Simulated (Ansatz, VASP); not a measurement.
# SnSe5: VASP beside Ansatz

```
Sn Se
1.0
     7.24455    0.00000    0.00000
    -3.62228    6.27396    0.00000
     0.00000    0.00000    3.52749
Sn Se
1 5
Direct
  0.00000 0.00000 0.00000
  0.33333 0.66667 0.00000
  0.66667 0.33333 0.00000
  0.50000 0.00000 0.50000
  0.50000 0.50000 0.50000
  0.00000 0.50000 0.50000
```

Change from the starting cell: species swapped into the LaCo5 type (P6/mmm, No. 191).

Alike in both runs: functional PBE; k mesh 6 × 6 × 8; occupations gaussian, width 0.1 eV; no spin polarisation.

Ansatz relaxed the structure, and its values are those at the end. VASP's run is a single point on that final structure, the one shown.

|  | VASP | Ansatz |
| --- | --- | --- |
| version | VASP 6.6.1 | Ansatz 0.2.0 |
| potentials or method | VASP PAW PBE potentials, release 64 (Sn_d, Se), cutoff 520 eV | scalar-relativistic, plane waves, PAW |
| valence electrons in the cell | 44 | 94 |

```tsv
	VASP	Ansatz	Ansatz less VASP
gap on the k mesh at the Fermi level (eV)	none	none	-
pressure (GPa)	0.0	0.0	-0.01
```

A gap of «none» marks a metal or a gap that the smearing closes. With one functional, cell and mesh, what is left measures potentials, basis and numerics. VASP's potentials hold 44 valence electrons a cell and Ansatz's 94, so a difference there can come from the potentials and not from the codes.
